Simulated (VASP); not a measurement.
# SnC3 (P-4m2) in VASP: single point with HSE06

Aim: the single point of SnC3 with HSE06.

Program: VASP 6.6.1. These are calculated values, not measurements. Logs are shortened: lines on timing, memory, paths and dates and some standing lists are left out, and cuts for length are marked.

## 1. The cell of the first run

Symmetry: P-4m2, No. 115, tetragonal system. The conventional cell has a = 2.898 Å, b = 2.898 Å, c = 4.517 Å, α = 90.00°, β = 90.00°, γ = 90.00°. Within 2.2 Å of C (site symmetry 2mm) lie 2 C at 1.65 Å and 2 Sn at 2.06 Å. Within 2.2 Å of C (site symmetry -4m2) lie 4 C at 1.65 Å. Within 2.7 Å of Sn (site symmetry -4m2) lie 4 C at 2.06 Å.

## 2. Single point, HSE06 (strain -2.7%)

The input, POSCAR:

```
SnC3
1.0
    2.8975645940      0.0000000000      0.0000000000
    0.0000000000      2.8975645940      0.0000000000
    0.0000000000      0.0000000000      4.5167486701
C Sn
3 1
Direct
    0.5000000000      0.0000000000      0.8235182930
    0.5000000000      0.5000000000      0.0000000000
    0.0000000000      0.5000000000      0.1764817070
    0.0000000000      0.0000000000      0.5000000000
```

The input, INCAR.step1:

```
SYSTEM = SnC3
  PREC = Accurate
  ENCUT = 520
  EDIFF = 1E-5
  ISMEAR = 0
  SIGMA = 0.01
  LREAL = .False.
  LASPH = .True.
  NELM = 120
  ALGO = Normal
  ISIF = 2
  LWAVE = .True.
  GGA = PE
  NBANDS = 21
  GGA_COMPAT = .False.
  KPAR = 4
```

The input, INCAR.step2:

```
SYSTEM = SnC3
  PREC = Accurate
  ENCUT = 520
  EDIFF = 1E-6
  ISMEAR = 0
  SIGMA = 0.01
  LREAL = .False.
  LASPH = .True.
  NELM = 120
  ALGO = Normal
  ISIF = 2
  LWAVE = .False.
  LCHARG = .True.
  GGA = PE
  LHFCALC = .True.
  HFSCREEN = 0.2079
  PRECFOCK = Normal
  LVHAR = .True.
  ISTART = 1
  NBANDS = 21
  GGA_COMPAT = .False.
  KPAR = 4
```

The input, KPOINTS:

```
Automatic mesh
0
Gamma
  6 6 4
  0 0 0
```

Potentials or basis: VASP PAW PBE potentials, release 64 (C, Sn_d).

Launch:

```sh
$ cat potpaw_PBE.64/C/POTCAR potpaw_PBE.64/Sn_d/POTCAR > POTCAR
$ cp INCAR.step1 INCAR
$ mpirun -np 4 vasp_std > vasp.out
$ cp INCAR.step2 INCAR
$ mpirun -np 4 vasp_std > vasp.out
```

OUTCAR:

```text
SYSTEM = SnC3
   PREC = Accurate
   ENCUT = 520
   EDIFF = 1E-6
   ISMEAR = 0
   LREAL = .False.
   LASPH = .True.
   NELM = 120
   ISIF = 2
   GGA = PE
   LHFCALC = .True.
   HFSCREEN = 0.2079
   PRECFOCK = Normal
   ISTART = 1

 ion  position               nearest neighbor table
   1  0.500  0.000  0.824-   2 1.65   2 1.65   4 2.06   4 2.06
   2  0.500  0.500  0.000-   1 1.65   3 1.65   1 1.65   3 1.65
   3  0.000  0.500  0.176-   2 1.65   2 1.65   4 2.06   4 2.06
   4  0.000  0.000  0.500-   1 2.06   3 2.06   3 2.06   1 2.06

  LATTYP: Found a simple tetragonal cell.
 ALAT       =     2.8975645940
 C/A-ratio  =     1.5588086214

  Lattice vectors:

 A1 = (   2.8975645940,   0.0000000000,   0.0000000000)
 A2 = (   0.0000000000,   2.8975645940,   0.0000000000)
 A3 = (   0.0000000000,   0.0000000000,   4.5167486701)

Analysis of symmetry for initial positions (statically):
=====================================================================
 Subroutine PRICEL returns:
 Original cell was already a primitive cell.

 Routine SETGRP: Setting up the symmetry group for a
 simple tetragonal supercell.

 Subroutine GETGRP returns: Found  8 space group operations
 (whereof  8 operations were pure point group operations)
 out of a pool of 16 trial point group operations.

The static configuration has the point symmetry D_2d.

Analysis of symmetry for dynamics (positions and initial velocities):
=====================================================================
 Subroutine PRICEL returns:
 Original cell was already a primitive cell.

 Routine SETGRP: Setting up the symmetry group for a
 simple tetragonal supercell.

 Subroutine GETGRP returns: Found  8 space group operations
 (whereof  8 operations were pure point group operations)
 out of a pool of 16 trial point group operations.

The dynamic configuration has the point symmetry D_2d.

 Subroutine INISYM returns: Found  8 space group operations
 (whereof  8 operations are pure point group operations),
 and found     1 'primitive' translations

----------------------------------------------------------------------------------------

                                     Primitive cell

  volume of cell :      37.9221

  direct lattice vectors                    reciprocal lattice vectors
     2.897564594  0.000000000  0.000000000     0.345117414  0.000000000  0.000000000
     0.000000000  2.897564594  0.000000000     0.000000000  0.345117414  0.000000000
     0.000000000  0.000000000  4.516748670     0.000000000  0.000000000  0.221398194

  length of vectors
     2.897564594  2.897564594  4.516748670     0.345117414  0.345117414  0.221398194

  position of ions in fractional coordinates (direct lattice)
     0.500000000  0.000000000  0.823518293
     0.500000000  0.500000000  0.000000000
     0.000000000  0.500000000  0.176481707
     0.000000000  0.000000000  0.500000000

  ion indices of the primitive-cell ions
   primitive index   ion index
                 1           1
                 2           2
                 3           3
                 4           4

----------------------------------------------------------------------------------------

 KPOINTS: Automatic mesh

Automatic generation of k-mesh.
 Grid dimensions read from file:
 generate k-points for:    6    6    4

 Generating k-lattice:

  Cartesian coordinates                     Fractional coordinates (reciprocal lattice)
     0.057519569  0.000000000  0.000000000     0.166666667  0.000000000  0.000000000
     0.000000000  0.057519569  0.000000000     0.000000000  0.166666667  0.000000000
     0.000000000  0.000000000  0.055349549     0.000000000  0.000000000  0.250000000

  Length of vectors
     0.057519569  0.057519569  0.055349549

  Shift w.r.t. Gamma in fractional coordinates (k-lattice)
     0.000000000  0.000000000  0.000000000

 Subroutine IBZKPT returns following result:
 ===========================================

 Found     30 irreducible k-points:

 Following reciprocal coordinates:
            Coordinates               Weight
  0.000000  0.000000  0.000000      1.000000
  0.166667  0.000000  0.000000      4.000000
  0.333333  0.000000  0.000000      4.000000
  0.500000  0.000000  0.000000      2.000000
  0.166667  0.166667  0.000000      4.000000
  0.333333  0.166667  0.000000      8.000000
[... 16 lines left out ...]
  0.333333  0.000000  0.500000      4.000000
  0.500000  0.000000  0.500000      2.000000
 [... further k-points ...]
   k-points           NKPTS =     30   k-points in BZ     NKDIM =    144   number of bands    NBANDS=     21
   number of dos      NEDOS =    301   number of ions     NIONS =      4
   total plane-waves  NPLWV =  20736
   dimension x,y,z NGX =    24 NGY =   24 NGZ =   36
   dimension x,y,z NGXF=    48 NGYF=   48 NGZF=   72
   ions per type =               3   1
   NGX,Y,Z   is equivalent  to a cutoff of  13.77, 13.77, 13.25 a.u.
   NGXF,Y,Z  is equivalent  to a cutoff of  27.54, 27.54, 26.50 a.u.
 SYSTEM =  SnC3
   PREC   = accura    normal or accurate (medium, high low for compatibility)
   ISTART =      1    job   : 0-new  1-cont  2-samecut
   ICHARG =      0    charge: 1-file 2-atom 10-const
   ISPIN  =      1    spin polarized calculation?
   LNONCOLLINEAR =      F non collinear calculations
   LSORBIT =      F    spin-orbit coupling
   LASPH  =      T    aspherical Exc in radial PAW
   ENCUT  =  520.0 eV  38.22 Ry    6.18 a.u.   5.39  5.39  8.40*2*pi/ulx,y,z
   NELM   =    120;   NELMIN=  2; NELMDL=  0     # of ELM steps
   EDIFF  = 0.1E-05   stopping-criterion for ELM
   LREAL  =      F    real-space projection
   EDIFFG = 0.1E-04   stopping-criterion for IOM
   NSW    =      0    number of steps for IOM
   IBRION =     -1    ionic relax: 0-MD 1-quasi-New 2-CG
   NFREE  =      0    steps in history (QN), initial steepest desc. (CG)
   ISIF   =      2    stress and relaxation
   ISYM   =      3    0-nonsym 1-usesym 2-fastsym
   POTIM  = 0.5000    time-step for ionic-motion
   TEBEG  =    0.0;   TEEND  =   0.0 temperature during run
   PSTRESS=    0.0 pullay stress
   NELECT =      26.0000    total number of electrons
   NUPDOWN=      -1.0000    fix difference up-down
   EMIN   =  10.00;   EMAX   =-10.00  energy-range for DOS
   EFERMI =   0.00;   METHOD = LEGACY
   ISMEAR =     0;   SIGMA  =   0.01  broadening in eV -4-tet -1-fermi 0-gaus
   EFERMI_NEDOS =   21; number of points for ismear=-14 and -15
   IALGO  =     38    algorithm
   IMIX   =      1    mixing-type and parameters
     AMIX     =   0.40;   BMIX     =  1.00
     AMIX_MAG =   1.60;   BMIX_MAG =  1.00
  volume/ion in A,a.u.               =       9.48        63.98
  Fermi-wavevector in a.u.,A,eV,Ry     =   1.443561  2.727935 28.352761  2.083869
  Thomas-Fermi vector in A             =   2.561955
   LORBIT       =      0    0 simple, 1 ext, 2 COOP (PROOUT), +10 PAW based schemes
   GGA     = PE    functional components
   LHFCALC =     T    Hartree Fock is set to
   PRECFOCK=normal    Normal, Fast or Accurate (Low or Medium for compatibility)
   ENCUT4O =  -1.0   cutoff for four orbital integrals eV
   NKREDX  =     1    reduce k-point grid by
   NKREDY  =     1    reduce k-point grid by
   NKREDZ  =     1    reduce k-point grid by
   AEXX    =    0.2500 exact exchange contribution
   HFSCREEN=    0.2079 screening length (either q_TF or 0.3 A-1)
   HFSCREENC=   0.2079 screening length for correlation (either q_TF or 0.3 A-1)
   ENCUTFOCK=  -1.0 apply spherical cutoff to Coloumb kernel
   IVDW    =     0    specifies the selected vdW correction
   LEPSILON=     F    determine dielectric tensor
   LRPA    =     F    only Hartree local field effects (RPA)
 non-spin polarized calculation
 Gauss-broadening in eV      SIGMA  =   0.01
  energy-cutoff  :      520.00
  volume of cell :       37.92
 maximum number of plane-waves:      1033
 NGX is ok and might be reduce to    24
  NGX = 18; NGY = 18; NGZ = 28

 number of electron      26.0000005 magnetization

 Free energy of the ion-electron system (eV)
  ---------------------------------------------------
  ext. energy  EPLUGINS =         0.00000000
  ---------------------------------------------------
  free energy    TOTEN  =       -29.81530763 eV

  energy without entropy =      -29.81530763  energy(sigma->0) =      -29.81530763

 E-fermi :  11.4110     XC(G=0): -10.1359

 val. band max:       11.3008150583   @ k =   0.0000   0.0000   0.0000
 cond. band min:      12.5881648987   @ k =   0.3333   0.3333   0.0000
 fundamental gap:      1.2873498404
 Fermi energy:        11.4110426145

 k-point     1 :       0.0000    0.0000    0.0000
  band No.  band energies     occupation
      1     -13.8628      2.00000
      2     -13.1748      2.00000
      3     -13.0182      2.00000
      4     -13.0182      2.00000
      5     -12.9947      2.00000
      6      -9.8497      2.00000
[... 13 lines left out ...]
     20      24.5907      0.00000
     21      24.7118      0.00000

 k-point     2 :       0.1667    0.0000    0.0000
  band No.  band energies     occupation
      1     -13.7630      2.00000
      2     -13.1303      2.00000
      3     -13.1140      2.00000
      4     -13.0447      2.00000
      5     -13.0106      2.00000
      6      -9.4082      2.00000
[... 13 lines left out ...]
     20      23.7794      0.00000
     21      24.0854      0.00000

 k-point     3 :       0.3333    0.0000    0.0000
  band No.  band energies     occupation
      1     -13.5974      2.00000
      2     -13.3262      2.00000
      3     -13.1424      2.00000
      4     -12.9961      2.00000
      5     -12.9752      2.00000
      6      -8.1556      2.00000
[... 13 lines left out ...]
     20      23.6378      0.00000
     21      23.8185      0.00000
[... 457 lines left out ...]
 k-point    23 :       0.3333    0.0000    0.5000
  band No.  band energies     occupation
      1     -13.6035      2.00000
      2     -13.3650      2.00000
      3     -13.1417      2.00000
      4     -13.0002      2.00000
      5     -12.9412      2.00000
      6      -7.4202      2.00000
[... 13 lines left out ...]
     20      22.6475      0.00000
     21      22.7938      0.00000

 k-point    24 :       0.5000    0.0000    0.5000
  band No.  band energies     occupation
      1     -13.5239      2.00000
      2     -13.4811      2.00000
      3     -13.1897      2.00000
      4     -12.9922      2.00000
      5     -12.8525      2.00000
      6      -6.3194      2.00000
[... 13 lines left out ...]
     20      22.3570      0.00000
     21      22.9363      0.00000

 [... further k-points ...]

------------------------ aborting loop because EDIFF is reached ----------------------------------------

  FORCE on cell =-STRESS in cart. coord.  units (eV):
  Direction    XX          YY          ZZ          XY          YZ          ZX
  --------------------------------------------------------------------------------------
  -------------------------------------------------------------------------------------
  Total        3.7153537      3.7153537      4.6904408      0.0000000      0.0000000      0.0000000
  in kB      156.9706926    156.9706926    198.1673314      0.0000000      0.0000000      0.0000000
  external PRESSURE =     170.7029055 kB  Pullay stress =       0.0000000 kB

 VOLUME and BASIS-vectors are now :
 -----------------------------------------------------------------------------
  energy-cutoff  :      520.00
  volume of cell :       37.92
      direct lattice vectors                 reciprocal lattice vectors
     2.897564594  0.000000000  0.000000000     0.345117414  0.000000000  0.000000000
     0.000000000  2.897564594  0.000000000     0.000000000  0.345117414  0.000000000
     0.000000000  0.000000000  4.516748670     0.000000000  0.000000000  0.221398194

 POSITION                                       TOTAL-FORCE (eV/Angst)
 -----------------------------------------------------------------------------------
      1.44878      0.00000      3.71963         0.000000     -0.000000     -0.034196
      1.44878      1.44878      0.00000         0.000000     -0.000000      0.000000
      0.00000      1.44878      0.79712         0.000000     -0.000000      0.034196
      0.00000      0.00000      2.25837         0.000000      0.000000      0.000000
 -----------------------------------------------------------------------------------
    total drift:                                0.000002     -0.000003      0.000005

  FREE ENERGIE OF THE ION-ELECTRON SYSTEM (eV)
  ---------------------------------------------------
  free  energy   TOTEN  =       -29.8153076342 eV

  energy  without entropy=      -29.8153076342  energy(sigma->0) =      -29.81530763
```

Wall time 18 min (4 MPI ranks of AMD EPYC 7R43 (Zen 3), shared host); peak memory 0.25 GiB.

Results:

```yaml
Free_energy: -29.8153 eV
Pressure: 17.1 GPa
Largest_force: 0.034 eV/Å
Band_gap_on_the_k_mesh: 1.29 eV (least direct gap 1.55 eV)
```

Forces on the atoms (eV/Å):
```
C    0.000  0.000 -0.034
C    0.000  0.000  0.000
C    0.000  0.000  0.034
Sn   0.000  0.000  0.000
```

Caveat: the cell differs from its parent crystal (strain -2.7%); the cell stands under pressure; the PAW data sets were made with another functional, which shifts forces and pressure a little; spin-orbit coupling is left out, which moves the levels of the heavy elements.
